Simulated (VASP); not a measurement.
# Ir (P6_3/mmc) in VASP: notebook

The runs below take Ir through single point, with PBEsol.

Program: VASP 6.6.1. These are calculated values, not measurements. Logs are shortened: lines on timing, memory, paths and dates and some standing lists are left out, and cuts for length are marked.

## 1. The cell of the first run

The structure is hexagonal, space group P6_3/mmc (No. 194). The conventional cell has a = 2.641 Å, b = 2.641 Å, c = 4.819 Å, α = 90.00°, β = 90.00°, γ = 120.00°. Within 3.5 Å of Ir (site symmetry -6m2) lie 12 Ir at 2.64 to 2.85 Å.

This isn't the form of Ir at room conditions, which is fcc.

## 2. Single point, PBEsol (strain -0.040 along x and y, +0.080 along z)

INCAR

```
PREC = Accurate
ENCUT = 520
EDIFF = 1E-7
ISMEAR = 0
SIGMA = 0.15
LREAL = False
LASPH = True
NELM = 80
ALGO = Normal
ISIF = 2
LWAVE = False
LCHARG = False
GGA = PS
NBANDS = 16
```

KPOINTS

```
regular mesh
0
Gamma
  18 18 12
```

POSCAR

```
Ir
1.0
    2.6413227788      0.0000000000      0.0000000000
   -1.3206613894      2.2874526260      0.0000000000
    0.0000000000      0.0000000000      4.8192732000
Ir
2
Direct
    0.6666666667      0.3333333333      0.7500000000
    0.3333333333      0.6666666667      0.2500000000
```

Potentials or basis: VASP PAW PBE potentials, release 64 (Ir).

On the command line:

```console
$ cat potpaw_PBE.64/Ir/POTCAR > POTCAR
$ mpirun -np 1 vasp_std > vasp.out
```

OUTCAR:

```text
PREC = Accurate
   ENCUT = 520
   EDIFF = 1E-7
   ISMEAR = 0
   LREAL = False
   LASPH = True
   NELM = 80
   ISIF = 2
   GGA = PS

 ion  position               nearest neighbor table
   1  0.667  0.333  0.750-   2 2.85   2 2.85   2 2.85   2 2.85   2 2.85   2 2.85
   2  0.333  0.667  0.250-   1 2.85   1 2.85   1 2.85   1 2.85   1 2.85   1 2.85

  LATTYP: Found a hexagonal cell.
 ALAT       =     2.6413227788
 C/A-ratio  =     1.8245680682

  Lattice vectors:

 A1 = (   2.6413227788,   0.0000000000,   0.0000000000)
 A2 = (  -1.3206613894,   2.2874526260,   0.0000000000)
 A3 = (   0.0000000000,   0.0000000000,   4.8192732000)

Analysis of symmetry for initial positions (statically):
=====================================================================
 Subroutine PRICEL returns:
 Original cell was already a primitive cell.

 Routine SETGRP: Setting up the symmetry group for a
 hexagonal supercell.

 Subroutine GETGRP returns: Found 24 space group operations
 (whereof 12 operations were pure point group operations)
 out of a pool of 24 trial point group operations.

The static configuration has the point symmetry D_3d.
 The point group associated with its full space group is D_6h.

Analysis of symmetry for dynamics (positions and initial velocities):
=====================================================================
 Subroutine PRICEL returns:
 Original cell was already a primitive cell.

 Routine SETGRP: Setting up the symmetry group for a
 hexagonal supercell.

 Subroutine GETGRP returns: Found 24 space group operations
 (whereof 12 operations were pure point group operations)
 out of a pool of 24 trial point group operations.

The dynamic configuration has the point symmetry D_3d.
 The point group associated with its full space group is D_6h.

 Subroutine INISYM returns: Found 24 space group operations
 (whereof 12 operations are pure point group operations),
 and found     1 'primitive' translations

----------------------------------------------------------------------------------------

                                     Primitive cell

  volume of cell :      29.1176

  direct lattice vectors                    reciprocal lattice vectors
     2.641322779  0.000000000  0.000000000     0.378598181  0.218583762  0.000000000
    -1.320661389  2.287452626  0.000000000     0.000000000  0.437167524  0.000000000
     0.000000000  0.000000000  4.819273200     0.000000000  0.000000000  0.207500168

  length of vectors
     2.641322779  2.641322779  4.819273200     0.437167524  0.437167524  0.207500168

  position of ions in fractional coordinates (direct lattice)
     0.666666667  0.333333333  0.750000000
     0.333333333  0.666666667  0.250000000

  ion indices of the primitive-cell ions
   primitive index   ion index
                 1           1
                 2           2

----------------------------------------------------------------------------------------

 KPOINTS: regular mesh

Automatic generation of k-mesh.
 Grid dimensions read from file:
 generate k-points for:   18   18   12

 Generating k-lattice:

  Cartesian coordinates                     Fractional coordinates (reciprocal lattice)
     0.021033232  0.012143542  0.000000000     0.055555556 -0.000000000  0.000000000
     0.000000000  0.024287085  0.000000000     0.000000000  0.055555556  0.000000000
     0.000000000  0.000000000  0.017291681     0.000000000  0.000000000  0.083333333

  Length of vectors
     0.024287085  0.024287085  0.017291681

  Shift w.r.t. Gamma in fractional coordinates (k-lattice)
     0.000000000  0.000000000  0.000000000

 Subroutine IBZKPT returns following result:
 ===========================================

 Found    259 irreducible k-points:

 Following reciprocal coordinates:
            Coordinates               Weight
  0.000000  0.000000  0.000000      1.000000
  0.055556  0.000000  0.000000      6.000000
  0.111111  0.000000  0.000000      6.000000
  0.166667 -0.000000  0.000000      6.000000
  0.222222 -0.000000  0.000000      6.000000
  0.277778  0.000000  0.000000      6.000000
[... 16 lines left out ...]
  0.333333  0.111111  0.000000     12.000000
  0.388889  0.111111  0.000000     12.000000
 [... further k-points ...]
   k-points           NKPTS =    259   k-points in BZ     NKDIM =    259   number of bands    NBANDS=     16
   number of dos      NEDOS =    301   number of ions     NIONS =      2
   total plane-waves  NPLWV =  14400
   dimension x,y,z NGX =    20 NGY =   20 NGZ =   36
   dimension x,y,z NGXF=    40 NGYF=   40 NGZF=   72
   ions per type =               2
   NGX,Y,Z   is equivalent  to a cutoff of  12.59, 12.59, 12.42 a.u.
   NGXF,Y,Z  is equivalent  to a cutoff of  25.18, 25.18, 24.84 a.u.
 SYSTEM =  unknown system
   PREC   = accura    normal or accurate (medium, high low for compatibility)
   ISTART =      0    job   : 0-new  1-cont  2-samecut
   ICHARG =      2    charge: 1-file 2-atom 10-const
[... 117 lines left out ...]
      6       6.8339      2.00000
[... 8 lines left out ...]
     15      26.0118      0.00000
     16      27.9146      0.00000

 k-point     6 :       0.2778    0.0000    0.0000
  band No.  band energies     occupation
      1       1.4569      2.00000
      2       3.0390      2.00000
      3       4.4102      2.00000
      4       5.2264      2.00000
      5       5.5836      2.00000
      6       6.7516      2.00000
[... 8 lines left out ...]
     15      25.1699      0.00000
     16      26.4762      0.00000

 k-point     7 :       0.3333   -0.0000    0.0000
  band No.  band energies     occupation
      1       2.0091      2.00000
      2       2.8303      2.00000
      3       3.8689      2.00000
      4       5.3069      2.00000
      5       6.2720      2.00000
      6       6.3509      2.00000
[... 8 lines left out ...]
     15      24.3392      0.00000
     16      25.1117      0.00000

 k-point     8 :       0.3889    0.0000    0.0000
  band No.  band energies     occupation
      1       2.2645      2.00000
      2       2.6028      2.00000
      3       3.4733      2.00000
      4       5.6978      2.00000
      5       6.0443      2.00000
      6       6.8230      2.00000
[... 8 lines left out ...]
     15      23.6715      0.00000
     16      23.9227      0.00000

 k-point     9 :       0.4444   -0.0000    0.0000
  band No.  band energies     occupation
      1       2.3000      2.00000
      2       2.4716      2.00000
      3       3.2324      2.00000
      4       5.8527      2.00000
      5       6.2095      2.00000
      6       6.8634      2.00000
[... 8 lines left out ...]
     15      21.9094      0.00000
     16      23.0743      0.00000
[... 172 lines left out ...]
 k-point    19 :       0.1111    0.1111    0.0000
  band No.  band energies     occupation
      1       0.3371      2.00000
      2       2.9036      2.00000
      3       4.8974      2.00000
      4       5.5498      2.00000
      5       5.7767      2.00000
      6       6.0906      2.00000
[... 8 lines left out ...]
     15      26.7590      0.00000
     16      26.8156      0.00000

 k-point    20 :       0.1667    0.1111    0.0000
  band No.  band energies     occupation
      1       1.0685      2.00000
      2       3.4181      2.00000
      3       4.7162      2.00000
      4       4.9186      2.00000
      5       5.5099      2.00000
      6       6.4835      2.00000
[... 8 lines left out ...]
     15      25.5866      0.00000
     16      26.5863      0.00000

 k-point    21 :       0.2222    0.1111    0.0000
  band No.  band energies     occupation
      1       1.8354      2.00000
      2       3.5046      2.00000
      3       4.3550      2.00000
      4       4.9129      2.00000
      5       5.4461      2.00000
      6       6.3825      2.00000
[... 8 lines left out ...]
     15      24.4393      0.00000
     16      25.6738      0.00000

 k-point    22 :       0.2778    0.1111    0.0000
  band No.  band energies     occupation
      1       2.4447      2.00000
      2       3.2609      2.00000
      3       3.8914      2.00000
      4       5.1811      2.00000
      5       5.9166      2.00000
      6       6.1046      2.00000
[... 8 lines left out ...]
     15      23.1571      0.00000
     16      24.8963      0.00000

 k-point    23 :       0.3333    0.1111    0.0000
  band No.  band energies     occupation
      1       2.7349      2.00000
      2       3.0150      2.00000
      3       3.5478      2.00000
      4       5.6177      2.00000
      5       5.9239      2.00000
      6       6.4682      2.00000
[... 8 lines left out ...]
     15      21.8509      0.00000
     16      24.2724      0.00000

 k-point    24 :       0.3889    0.1111    0.0000
  band No.  band energies     occupation
      1       2.7554      2.00000
      2       2.8990      2.00000
      3       3.3369      2.00000
      4       5.8313      2.00000
      5       6.1772      2.00000
      6       6.5931      2.00000
[... 8 lines left out ...]
     15      20.5914      0.00000
     16      23.3070      0.00000

 [... further k-points ...]

------------------------ aborting loop because EDIFF is reached ----------------------------------------

  FORCE on cell =-STRESS in cart. coord.  units (eV):
  Direction    XX          YY          ZZ          XY          YZ          ZX
  --------------------------------------------------------------------------------------
  -------------------------------------------------------------------------------------
  Total        1.7550755      1.7550755     -5.9378413      0.0000000      0.0000000      0.0000000
  in kB       96.5720048     96.5720048   -326.7262578      0.0000000      0.0000000      0.0000000
  external PRESSURE =     -44.5274160 kB  Pullay stress =       0.0000000 kB

 VOLUME and BASIS-vectors are now :
 -----------------------------------------------------------------------------
  energy-cutoff  :      520.00
  volume of cell :       29.12
      direct lattice vectors                 reciprocal lattice vectors
     2.641322779  0.000000000  0.000000000     0.378598181  0.218583762  0.000000000
    -1.320661389  2.287452626  0.000000000     0.000000000  0.437167524  0.000000000
     0.000000000  0.000000000  4.819273200     0.000000000  0.000000000  0.207500168

 POSITION                                       TOTAL-FORCE (eV/Angst)
 -----------------------------------------------------------------------------------
      1.32066      0.76248      3.61445         0.000000     -0.000000      0.000000
     -0.00000      1.52497      1.20482        -0.000000      0.000000      0.000000
 -----------------------------------------------------------------------------------
    total drift:                                0.000000     -0.000000     -0.000000

  FREE ENERGIE OF THE ION-ELECTRON SYSTEM (eV)
  ---------------------------------------------------
  free  energy   TOTEN  =       -19.1769011729 eV

  energy  without entropy=      -19.1499694396  energy(sigma->0) =      -19.16343531
```

Wall time 1.9 min (1 thread of Intel Xeon Platinum 8259CL at 2.50GHz (Skylake/Cascade Lake), shared host); peak memory 0.22 GiB.

What came out:

* Free energy: -19.1769 eV
* Pressure: -4.5 GPa
* Band gap on the k mesh: zero (bands 9 and 10 overlap by 3.43 eV)

Stress tensor (GPa, compression positive):
```
  9.66   0.00   0.00
  0.00   9.66   0.00
  0.00   0.00 -32.67
```

Caveat: the cell differs from its parent crystal (strain -0.040 along x and y, +0.080 along z); the stress differs along the axes, from -33 to 10 GPa; the PAW data sets were made with another functional, which shifts forces and pressure a little; spin-orbit coupling is left out, which moves the levels of the heavy elements.

## 3. Single point, PBEsol (strain +0.040 along x and y, -0.080 along z)

INCAR

```
ALGO = Fast ; EDIFF = 1E-6
ENCUT = 520 ; GGA = PS
ISIF = 2 ; ISMEAR = 0
LASPH = T ; LCHARG = F
LREAL = F ; LWAVE = F
NBANDS = 16 ; NELM = 80
PREC = Accurate ; SIGMA = 0.15
```

KPOINTS

```
k-points
0
Gamma
  18 18 12
```

POSCAR

```
Ir
1.0
    2.8614330104      0.0000000000      0.0000000000
   -1.4307165052      2.4780736782      0.0000000000
    0.0000000000      0.0000000000      4.1053068000
Ir
2
Direct
    0.6666666667      0.3333333333      0.7500000000
    0.3333333333      0.6666666667      0.2500000000
```

Potentials or basis: VASP PAW PBE potentials, release 64 (Ir).

On the command line:

```console
$ cat potpaw_PBE.64/Ir/POTCAR > POTCAR
$ mpirun -np 1 vasp_std > vasp.out
```

Run time: 3.3 min. Hardware: 1 thread of Intel Xeon Platinum 8259CL at 2.50GHz (Skylake/Cascade Lake), shared host; peak memory 0.23 GiB.

It converged, with:

```yaml
Free_energy: -19.1987 eV
Pressure: -3.7 GPa
Band_gap_on_the_k_mesh: zero (bands 9 and 10 overlap by 2.58 eV)
```

Stress tensor (GPa, compression positive):
```
-14.87   0.00   0.00
  0.00 -14.87   0.00
  0.00   0.00  18.56
```

Levels at points of the mesh, in eV from the Fermi level:
| k point | band 6 | band 7 | band 8 | band 9 | band 10 | band 11 | band 12 | band 13 |
| --- | --- | --- | --- | --- | --- | --- | --- | --- |
| (0.00, 0.00, 0.00) | -3.32 | -2.92 | -2.92 | -2.64 | 0.22 | 0.22 | 0.51 | 8.43 |
| (0.50, 0.00, 0.00) | -2.82 | -2.13 | -0.15 | 0.59 | 1.46 | 2.32 | 3.50 | 8.78 |
| (0.00, 0.00, 0.50) | -4.36 | -3.76 | -3.76 | -0.30 | -0.30 | -0.30 | -0.30 | 13.33 |
| (0.50, 0.00, 0.50) | -2.62 | -1.07 | -1.07 | 0.34 | 0.34 | 1.72 | 1.72 | 7.20 |

Caveat: the cell differs from its parent crystal (strain +0.040 along x and y, -0.080 along z); the stress differs along the axes, from -15 to 19 GPa; the PAW data sets were made with another functional, which shifts forces and pressure a little; spin-orbit coupling is left out, which moves the levels of the heavy elements.

## 4. Single point, PBEsol (strain +0.000 along x and y, +0.040 along z)

INCAR

```
PREC = Accurate ; ENCUT = 520
EDIFF = 1E-6 ; ISMEAR = 0
SIGMA = 0.15 ; LREAL = F
LASPH = T ; NELM = 100
ALGO = Normal ; ISIF = 2
LWAVE = F ; LCHARG = F
GGA = PS ; NBANDS = 16
```

KPOINTS

```
Automatic mesh
0
Gamma
  18 18 12
```

POSCAR

```
Ir
1.0
    2.7513778946      0.0000000000      0.0000000000
   -1.3756889473      2.3827631521      0.0000000000
    0.0000000000      0.0000000000      4.6407816000
Ir
2
Direct
    0.6666666667      0.3333333333      0.7500000000
    0.3333333333      0.6666666667      0.2500000000
```

On the command line:

```console
$ cat potpaw_PBE.64/Ir/POTCAR > POTCAR
$ mpirun -np 1 vasp_std > vasp.out
```

Run time: 2 min. Hardware: 1 thread of Intel Xeon Platinum 8259CL at 2.50GHz (Skylake/Cascade Lake), shared host; peak memory 0.22 GiB.

The run converged. Its results:

```
Free energy            : -19.3051 eV
Pressure               : -22.7 GPa
Band gap on the k mesh : zero (bands 9 and 10 overlap by 3.17 eV)
```

Stress tensor (GPa, compression positive):
```
-19.00   0.00   0.00
  0.00 -19.00   0.00
  0.00   0.00 -30.16
```

Levels at points of the mesh, in eV from the Fermi level:
```tsv
k point	band 5	band 6	band 7	band 8	band 9	band 10	band 11	band 12	band 13	band 14
(0.00, 0.00, 0.00)	-3.40	-2.89	-2.89	-1.79	-1.79	-0.98	0.31	0.31	5.91	14.59
(0.50, 0.00, 0.00)	-3.37	-2.96	-2.85	0.74	0.90	1.20	2.81	4.23	7.73	9.40
(0.00, 0.00, 0.50)	-3.43	-3.43	-3.43	-3.43	-0.37	-0.37	-0.37	-0.37	12.92	12.92
(0.50, 0.00, 0.50)	-1.71	-1.71	-0.78	-0.78	1.07	1.07	1.92	1.92	7.19	7.19
```

Caveat: the cell differs from its parent crystal (strain +0.000 along x and y, +0.040 along z); the stress differs along the axes, from -30 to -19 GPa; the PAW data sets were made with another functional, which shifts forces and pressure a little; spin-orbit coupling is left out, which moves the levels of the heavy elements.

## 5. Single point, PBEsol (strain +0.040 along x and y, -0.040 along z)

INCAR

```
PREC = Accurate
ENCUT = 520
EDIFF = 1E-6
ISMEAR = 0
SIGMA = 0.15
LREAL = F
LASPH = T
NELM = 80
ALGO = Normal
ISIF = 2
LWAVE = F
LCHARG = F
GGA = PS
NBANDS = 16
```

KPOINTS

```
regular mesh
0
Gamma
  18 18 12
```

POSCAR

```
Ir
1.0
    2.8614330104      0.0000000000      0.0000000000
   -1.4307165052      2.4780736782      0.0000000000
    0.0000000000      0.0000000000      4.2837984000
Ir
2
Direct
    0.6666666667      0.3333333333      0.7500000000
    0.3333333333      0.6666666667      0.2500000000
```

On the command line:

```console
$ cat potpaw_PBE.64/Ir/POTCAR > POTCAR
$ mpirun -np 1 vasp_std > vasp.out
```

Wall time 2.2 min (1 thread of Intel Xeon Platinum 8259CL at 2.50GHz (Skylake/Cascade Lake), shared host); peak memory 0.23 GiB.

The run converged. Its results:

```yaml
Free_energy: -19.2387 eV
Pressure: -20.0 GPa
Band_gap_on_the_k_mesh: zero (bands 9 and 10 overlap by 2.70 eV)
```

Stress tensor (GPa, compression positive):
```
-26.44   0.00   0.00
  0.00 -26.44   0.00
  0.00   0.00  -7.21
```

Levels at points of the mesh, in eV from the Fermi level:
```csv
k point,band 6,band 7,band 8,band 9,band 10,band 11,band 12,band 13
"(0.00, 0.00, 0.00)",-2.81,-2.81,-2.80,-2.80,0.07,0.18,0.18,7.43
"(0.50, 0.00, 0.00)",-2.88,-2.28,0.09,0.65,1.14,2.36,3.55,8.20
"(0.00, 0.00, 0.50)",-3.90,-3.73,-3.73,-0.41,-0.41,-0.41,-0.41,13.54
"(0.50, 0.00, 0.50)",-2.29,-0.97,-0.97,0.45,0.45,1.75,1.75,6.82
```

Caveat: the cell differs from its parent crystal (strain +0.040 along x and y, -0.040 along z); the stress differs along the axes, from -26 to -7 GPa; the PAW data sets were made with another functional, which shifts forces and pressure a little; spin-orbit coupling is left out, which moves the levels of the heavy elements.

## 6. The runs side by side

```tsv
cell	gap on the mesh (eV)	pressure (GPa)
a = 2.641, b = 2.641, c = 4.819 Å, angles 90.0, 90.0, 120.0°, 2 atoms	none	-4.5
a = 2.861, b = 2.861, c = 4.105 Å, angles 90.0, 90.0, 120.0°, 2 atoms	none	-3.7
a = 2.751, b = 2.751, c = 4.641 Å, angles 90.0, 90.0, 120.0°, 2 atoms	none	-22.7
a = 2.861, b = 2.861, c = 4.284 Å, angles 90.0, 90.0, 120.0°, 2 atoms	none	-20.0
```

Alike in all rows: task single point; level PBEsol; potentials or basis VASP PAW PBE potentials, release 64 (Ir); no spin polarisation; k mesh 18 × 18 × 12; cutoff (eV) 520; smearing gaussian 0.15 eV.

Caveats: the PAW data sets were made with another functional, which shifts forces and pressure a little; spin-orbit coupling is left out, which moves the levels of the heavy elements; the stress differs along the axes, from -33 to 10 GPa (at least some runs); the stress differs along the axes, from -15 to 19 GPa (at least some runs); the stress differs along the axes, from -30 to -19 GPa (at least some runs); the stress differs along the axes, from -26 to -7 GPa (at least some runs).

Total energies depend on the potentials used, so only differences within one code and one set of settings carry meaning.
